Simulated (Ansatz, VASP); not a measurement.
## One calculation of AgCl, two programs

The input INCAR:

```
ALGO = Normal
EDIFF = 1E-8
ENCUT = 520
GGA = PE
ISIF = 2
ISMEAR = -1
LASPH = T
LCHARG = F
LEFG = T
LREAL = F
LWAVE = F
NBANDS = 26
NELM = 80
PREC = Accurate
SIGMA = 0.03
```

Contents of KPOINTS:

```
k-points
0
Gamma
  9 9 8
```

The input POSCAR:

```
AgCl
1.0
    1.9076035228     -5.6655757514      0.0000000000
    1.9076035228      5.6655757514      0.0000000000
    0.0000000000      0.0000000000      4.0009987977
Ag Cl
2 2
Direct
    0.3965554000      0.6034446000      0.7500000000
    0.6034446000      0.3965554000      0.2500000000
    0.8654487300      0.1345512700      0.2500000000
    0.1345512700      0.8654487300      0.7500000000
```

Input for Ansatz:

```yaml
crystal:
  lattice:
    - [1.9076035228, -5.6655757514, 0.0]
    - [1.9076035228, 5.6655757514, 0.0]
    - [0.0, 0.0, 4.0009987977]
  atoms:
    - { symbol: Ag, position: [0.3965554, 0.6034446, 0.75] }
    - { symbol: Ag, position: [0.6034446, 0.3965554, 0.25] }
    - { symbol: Cl, position: [0.86544873, 0.13455127, 0.25] }
    - { symbol: Cl, position: [0.13455127, 0.86544873, 0.75] }
kpoints:
  mp_grid: { grid: [9, 9, 8] }
scf:
  occupations: { method: fermi_dirac, width: 0.03 }
hamiltonian:
  xc: pbe
  pseudopotentials: { kind: all_electron, datasets: crystal }
output:
  forces: true
  stress: true
  eigenvalues: true
  efg: { contact_densities: true }
```

Change from the starting cell: volume scaled by 1.06, crystal datasets.

Alike in both runs: task electric field gradients; functional PBE; k mesh 9 × 9 × 8; occupations fermi-dirac, width 0.03 eV; no spin polarisation.

|  | VASP | Ansatz |
| --- | --- | --- |
| version | VASP 6.6.1 | Ansatz 0.2.0 |
| potentials or method | VASP PAW PBE potentials, release 64 (Ag, Cl), cutoff 520 eV | all-electron PAW with datasets made for the crystal, scalar-relativistic |

```tsv
	VASP	Ansatz	Ansatz less VASP
pressure (GPa)	-1.2	-1.1	+0.13
traceless stress, the component that is largest in VASP (GPa)	0.75	0.71	-0.036
rms of the force components (eV/Å)	0.025	0.024	-0.0010
size of Vzz on the site where it differs most (V/Å²)	46.8	45.3	-1.53
```

Atom by atom the forces differ by 0.002 eV/Å (rms over components). Ansatz ran all-electron here, and VASP with PAW potentials.
